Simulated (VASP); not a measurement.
A run of VASP 6.6.1 is set up as follows.

File INCAR:

```
SYSTEM = In2O
PREC = Accurate
ENCUT = 600
EDIFF = 1E-6
ISMEAR = 0
SIGMA = 0.1
LREAL = .False.
LASPH = .True.
NELM = 200
ALGO = Normal
ISIF = 2
LWAVE = .False.
LCHARG = .True.
ISPIN = 2
MAGMOM = 0 0 1
LORBIT = 11
GGA = PE
LELF = .True.
LVHAR = .True.
NBANDS = 27
GGA_COMPAT = .False.
```

KPOINTS

```
regular mesh
0
Gamma
  4 4 6
  0 0 0
```

POSCAR

```
In2O
1.0
    4.3121000507      0.0000000000      0.0000000000
    0.0000000000      4.3121000507      0.0000000000
    0.0000000000      0.0000000000      3.2493314160
In O
2 1
Direct
    0.0000000000      0.5000000000      0.0000000000
    0.5000000000      0.0000000000      0.0000000000
    0.5000000000      0.5000000000      0.5000000000
```

Potentials or basis: VASP PAW PBE potentials, release 64 (In_d, O).

Launch:

```console
$ cat potpaw_PBE.64/In_d/POTCAR potpaw_PBE.64/O/POTCAR > POTCAR
$ mpirun -np 1 vasp_std > vasp.out
```

**Question.** Estimate the band gap on the k mesh.

**Answer.** Zero (filled and empty bands overlap).

**Question.** Estimate the pressure.

**Answer.** 0.1 GPa.

Stress tensor (GPa, compression positive):
```
0.04 0.00 0.00
0.00 0.04 0.00
0.00 0.00 0.28
```

Caveat: the k points lie up to 0.36 Å⁻¹ apart; spin-orbit coupling is left out, which moves the levels of the heavy elements.
